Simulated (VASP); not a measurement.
# InSb (F-43m) in VASP: a series of runs, part 2 of 2

VASP 6.6.1.

**3. Relaxation of cell and atoms, PBE**

This run uses another cell than the first one, of 33.98 Å³/atom.

Contents of INCAR:

```
PREC     = Accurate       # precision mode
ENCUT    = 600            # plane-wave cutoff, eV
EDIFF    = 1E-7           # SCF threshold, eV
ISMEAR   = -1             # smearing method
SIGMA    = 0.02           # smearing width, eV
LREAL    = False          # projectors in reciprocal space
LASPH    = True           # aspherical terms in the spheres
NELM     = 80             # most SCF steps
ALGO     = Normal         # electronic algorithm
ISIF     = 3              # what is computed and relaxed
LWAVE    = False          # write WAVECAR
LCHARG   = False          # write CHGCAR
GGA      = PE             # functional
IBRION   = 2              # ionic algorithm
NSW      = 80             # ionic steps
EDIFFG   = -0.005         # ionic threshold
```

Contents of KPOINTS:

```
Automatic mesh
0
Gamma
  6 6 6
```

Contents of POSCAR:

```
InSb
1.0
    0.0000000000      3.2391000000      3.2391000000
    3.2391000000      0.0000000000      3.2391000000
    3.2391000000      3.2391000000      0.0000000000
In Sb
1 1
Direct
    0.0000000000      0.0000000000      0.0000000000
    0.2500000000      0.2500000000      0.2500000000
```

Potentials or basis: VASP PAW PBE potentials, release 64 (In_d, Sb).

Launch:

```bash
> cat potpaw_PBE.64/In_d/POTCAR potpaw_PBE.64/Sb/POTCAR > POTCAR
> mpirun -np 1 vasp_std > vasp.out
```

OUTCAR:

```text
PREC = Accurate
   ENCUT = 600
   EDIFF = 1E-7
   ISMEAR = -1
   LREAL = False
   LASPH = True
   NELM = 80
   ISIF = 3
   GGA = PE
   IBRION = 2
   NSW = 80
   EDIFFG = -0.005

 ion  position               nearest neighbor table
   1  0.000  0.000  0.000-   2 2.81   2 2.81   2 2.81   2 2.81
   2  0.250  0.250  0.250-   1 2.81   1 2.81   1 2.81   1 2.81

  LATTYP: Found a face centered cubic cell.
 ALAT       =     6.4782000000

  Lattice vectors:

 A1 = (   0.0000000000,   3.2391000000,   3.2391000000)
 A2 = (   3.2391000000,   0.0000000000,   3.2391000000)
 A3 = (   3.2391000000,   3.2391000000,   0.0000000000)

Analysis of symmetry for initial positions (statically):
=====================================================================
 Subroutine PRICEL returns:
 Original cell was already a primitive cell.

 Routine SETGRP: Setting up the symmetry group for a
 face centered cubic supercell.

 Subroutine GETGRP returns: Found 24 space group operations
 (whereof 24 operations were pure point group operations)
 out of a pool of 48 trial point group operations.

The static configuration has the point symmetry T_d .

Analysis of symmetry for dynamics (positions and initial velocities):
=====================================================================
 Subroutine PRICEL returns:
 Original cell was already a primitive cell.

 Routine SETGRP: Setting up the symmetry group for a
 face centered cubic supercell.

[... 140 lines left out ...]
  ext. energy  EPLUGINS =         0.00000000
  ---------------------------------------------------
  free energy    TOTEN  =        -6.88401480 eV

  energy without entropy =       -6.88366110  energy(sigma->0) =       -6.88383795

 E-fermi :   5.1305     XC(G=0):  -8.6829

 val. band max:        5.1166308537   @ k =   0.0000   0.0000   0.0000
 cond. band min:       5.6526746840   @ k =   0.5000   0.0000   0.0000
 fundamental gap:      0.5360438303
 Fermi energy:         5.1304949121

 k-point     1 :       0.0000    0.0000    0.0000
  band No.  band energies     occupation
      1      -9.4963      2.00000
      2      -9.4963      2.00000
      3      -9.4963      2.00000
      4      -9.4114      2.00000
      5      -9.4114      2.00000
      6      -5.6036      2.00000
      7       4.9276      1.99992
      8       5.1166      1.33336
      9       5.1166      1.33336
     10       5.1166      1.33336
     11       8.0719      0.00000
     12       8.0719      0.00000
     13       8.0719      0.00000
[... 309 lines left out ...]
--------------------------------------- Ionic step        3  -------------------------------------------

 number of electron      18.0000000 magnetization

 Free energy of the ion-electron system (eV)
  ---------------------------------------------------
  ext. energy  EPLUGINS =         0.00000000
  ---------------------------------------------------
  free energy    TOTEN  =        -6.93205462 eV

  energy without entropy =       -6.93170099  energy(sigma->0) =       -6.93187780

 E-fermi :   4.3921     XC(G=0):  -8.3746

 val. band max:        4.3782163898   @ k =   0.0000   0.0000   0.0000
 cond. band min:       4.7927819207   @ k =   0.5000   0.0000   0.0000
 fundamental gap:      0.4145655309
 Fermi energy:         4.3920793237

 k-point     1 :       0.0000    0.0000    0.0000
  band No.  band energies     occupation
      1     -10.0964      2.00000
      2     -10.0964      2.00000
      3     -10.0964      2.00000
      4     -10.0301      2.00000
      5     -10.0301      2.00000
      6      -5.9028      2.00000
      7       3.7806      2.00000
      8       4.3782      1.33334
      9       4.3782      1.33334
     10       4.3782      1.33333
     11       7.3386      0.00000
     12       7.3386      0.00000
     13       7.3386      0.00000
[... 267 lines left out ...]
  FREE ENERGIE OF THE ION-ELECTRON SYSTEM (eV)
  ---------------------------------------------------
  free  energy   TOTEN  =        -6.9320546171 eV

  energy  without entropy=       -6.9317009892  energy(sigma->0) =       -6.93187780

 reached required accuracy - stopping structural energy minimisation
```

OSZICAR:

```text
N       E                     dE             d eps       ncg     rms          rms(c)
DAV:   1     0.111777764173E+03    0.11178E+03   -0.85587E+03   416   0.150E+03
DAV:   2     0.727561718685E+00   -0.11105E+03   -0.10846E+03   426   0.327E+02
DAV:   3    -0.679146184885E+01   -0.75190E+01   -0.73768E+01   556   0.882E+01
[... 32 lines left out ...]
DAV:   6    -0.693205699387E+01   -0.42548E-05   -0.67259E-05   621   0.827E-02    0.207E-02
DAV:   7    -0.693205476886E+01    0.22250E-05   -0.49331E-06   500   0.339E-02    0.384E-03
DAV:   8    -0.693205443639E+01    0.33247E-06   -0.98585E-07   476   0.155E-02    0.138E-03
DAV:   9    -0.693205461822E+01   -0.18183E-06   -0.14679E-07   414   0.238E-03    0.501E-04
DAV:  10    -0.693205461713E+01    0.10962E-08   -0.67467E-09   223   0.135E-03
   3 F= -.69320546E+01 E0= -.69318778E+01  d E =-.480398E-01
```

Run time: 49 s. Hardware: 1 thread of AMD EPYC 7R13 (Zen 3), shared host; peak memory 0.21 GiB.

Results:

* Free energy: -6.9321 eV
* Relaxed volume: 36.55 Å³/atom
* Relaxed cell: a = 4.693 Å, b = 4.693 Å, c = 4.693 Å, α = 60.00°, β = 60.00°, γ = 60.00°
* Space group after relaxing (to 0.1 Å): F-43m (No. 216)
* Energy gained by relaxing: 24.0 meV/atom
* Ionic steps: 3
* Pressure after relaxing: 0.0 GPa
* Band gap on the k mesh: zero (filled and empty bands touch)

The path:
| step | energy change (eV) | largest force (eV/Å) | pressure (GPa) | volume (Å³) |
| --- | --- | --- | --- | --- |
| 1 | 0.0000 | 0.0000 | 3.22 | 67.97 |
| 2 | -0.0432 | 0.0000 | -0.84 | 74.91 |
| 3 | -0.0480 | 0.0000 | 0.01 | 73.09 |

Final structure:
```
In Sb
1.0
     0.00000    3.31853    3.31853
     3.31853    0.00000    3.31853
     3.31853    3.31853    0.00000
In Sb
1 1
Direct
  0.00000 0.00000 0.00000
  0.25000 0.25000 0.25000
```

Caveat: semilocal functionals underestimate gaps, and a narrow one can read as zero; spin-orbit coupling is left out, which moves the levels of the heavy elements.

**4. Against experiment**

Step 2. Against the measured gap of InSb, 0.24 eV (quoted in “Electronic Structure and Epitaxy of CdTe Shells on InSb Nanowires”, 2021, arxiv:2111.05126), the calculated 0.01 eV is off by -0.23 eV. Spin-orbit coupling on In, Sb is left out. The value is that of r2SCAN, without temperature or zero-point motion.

The gap in the log of VASP goes by the Fermi energy; the results here count the filled bands.